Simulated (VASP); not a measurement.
Input of a VASP 6.6.1 run:

INCAR

```
ALGO = Normal
EDIFF = 1E-6
ENCUT = 500
GGA = CA
GGA_COMPAT = False
ISIF = 2
ISMEAR = -1
LASPH = True
LCHARG = True
LELF = True
LREAL = False
LVHAR = True
LWAVE = False
NBANDS = 18
NELM = 120
PREC = Accurate
SIGMA = 0.1
```

Contents of KPOINTS:

```
k-points
0
Gamma
  7 7 7
```

The input POSCAR:

```
ScPt
1.0
    3.2700000000      0.0000000000      0.0000000000
    0.0000000000      3.2700000000      0.0000000000
    0.0000000000      0.0000000000      3.2700000000
Sc Pt
1 1
Direct
    0.5000000000      0.5000000000      0.5000000000
    0.0000000000      0.0000000000      0.0000000000
```

Potentials or basis: VASP PAW LDA potentials, release 64 (Sc_sv, Pt).

Launch:

```bash
$ cat potpaw_LDA.64/Sc_sv/POTCAR potpaw_LDA.64/Pt/POTCAR > POTCAR
$ mpirun -np 1 vasp_std > vasp.out
```

Predict the band gap on the k mesh.

zero (an odd number of electrons rules out a gap without spin polarisation).

Predict the pressure.

-4.5 GPa.

Caveat: the cell stands under tension; spin-orbit coupling is left out, which moves the levels of the heavy elements.
